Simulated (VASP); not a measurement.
Wanted: the native input for a VASP 6.6.1 run.

* Task: single point
* Functional: PBE
* Dispersion: D3(BJ)
* Potentials or basis: VASP PAW PBE potentials, release 64 (In_d, As)
* Cutoff: 520 eV
* k mesh: 10 × 10 × 10
* Occupations: gaussian, width 0.15 eV
* Spin: no spin polarisation
* Dipole correction: no
* Further INCAR settings: ALGO = Fast; EDIFF = 1e-06; NBANDS = 30

The structure of In3As lies in POSCAR:

```
In3As
1.0
    4.6021353856      0.0000000000      0.0000000000
    0.0000000000      4.6021353856      0.0000000000
    0.0000000000      0.0000000000      4.6021353856
In As
3 1
Direct
    0.0000000000      0.5000000000      0.5000000000
    0.5000000000      0.0000000000      0.5000000000
    0.5000000000      0.5000000000      0.0000000000
    0.0000000000      0.0000000000      0.0162967826
```

This cell differs from its parent crystal: atom 4 (As) moved +0.075 Å along Cartesian [0 0 1].

These files were run (other wordings do the same):

INCAR

```
SYSTEM = In3As
PREC = Accurate
ENCUT = 520
EDIFF = 1E-6
ISMEAR = 0
SIGMA = 0.15
LREAL = .False.
LASPH = .True.
NELM = 80
ALGO = Fast
ISIF = 2
LWAVE = .False.
LCHARG = .False.
GGA = PE
IVDW = 12
NBANDS = 30
```

KPOINTS

```
regular mesh
0
Gamma
  10 10 10
  0 0 0
```

Potentials or basis: VASP PAW PBE potentials, release 64 (In_d, As).

The run is started by

```sh
$ cat potpaw_PBE.64/In_d/POTCAR potpaw_PBE.64/As/POTCAR > POTCAR
$ mpirun -np 1 vasp_std > vasp.out
```

Results of the run:

```
Pressure                   : 0.0 GPa
Largest force              : 0.083 eV/Å
Band gap on the k mesh     : zero (band 22 reaches 7.69 eV, above the bottom of band 23 at 3.59 eV)
Dispersion energy per atom : -0.365 eV
```

Caveat: the cell differs from its parent crystal (atom 4 (As) moved +0.075 Å along Cartesian [0 0 1]); spin-orbit coupling is left out, which moves the levels of the heavy elements; pairwise dispersion overbinds metals, which lowers pressure and volume.

Wall time 3.6 min on 1 thread of Intel(R) Xeon(R) Platinum 8488C (Sapphire Rapids), on a shared host, peak memory 0.44 GiB.
